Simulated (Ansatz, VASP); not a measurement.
Two plane-wave programs on Sn

File INCAR:

```
PREC = Accurate ; ENCUT = 520
EDIFF = 1E-7 ; ISMEAR = 0
SIGMA = 0.15 ; LREAL = F
LASPH = T ; NELM = 60
ALGO = Fast ; ISIF = 2
LWAVE = F ; LCHARG = F
GGA = PS ; NBANDS = 13
```

The input KPOINTS:

```
Automatic mesh
0
Gamma
  22 22 22
```

File POSCAR:

```
Sn
1.0
   -1.8349471212      1.9098429220      1.8723950216
    1.8349471212     -1.9098429220      1.8723950216
    1.8349471212      1.9098429220     -1.8723950216
Sn
1
Direct
    0.0000000000      0.0000000000      0.0000000000
```

Input for Ansatz:

```yaml
crystal:
  lattice:
    - [-1.8349471212, 1.909842922, 1.8723950216]
    - [1.8349471212, -1.909842922, 1.8723950216]
    - [1.8349471212, 1.909842922, -1.8723950216]
  atoms:
    - { symbol: Sn, position: [0.0, 0.0, 0.0] }
basis:
  ecutwfc: 420
kpoints:
  mp_grid: { grid: [22, 22, 22] }
hamiltonian:
  xc: pbesol
scf:
  occupations: { method: gaussian, width: 0.15 }
output:
  forces: true
  stress: true
  eigenvalues: true
  write_density: true
  write_potential: true
  elf: true
  volumetric_format: npy
```

Change from the starting cell: strain -0.0200 x Voigt [1, -1, 0, 0, 0, 0], atoms carried along.

Alike in both runs: task single point; functional PBEsol; k mesh 22 × 22 × 22; occupations gaussian, width 0.15 eV; no spin polarisation.

|  | VASP | Ansatz |
| --- | --- | --- |
| version | VASP 6.6.1 | Ansatz 0.2.0 |
| potentials or method | VASP PAW PBE potentials, release 64 (Sn_d), cutoff 520 eV | scalar-relativistic, plane waves, PAW |
| valence electrons in the cell | 14 | 14 |

```tsv
	VASP	Ansatz	Ansatz less VASP
gap on the k mesh at the Fermi level (eV)	none	none	-
pressure (GPa)	-0.3	-0.3	+0.02
traceless stress, the component that is largest in VASP (GPa)	-0.35	-0.35	0.000
```

VASP's potentials were made for PBE, not for PBEsol. A gap of «none» marks a metal or a gap that the smearing closes. With one functional, cell and mesh, what is left measures potentials, basis and numerics.
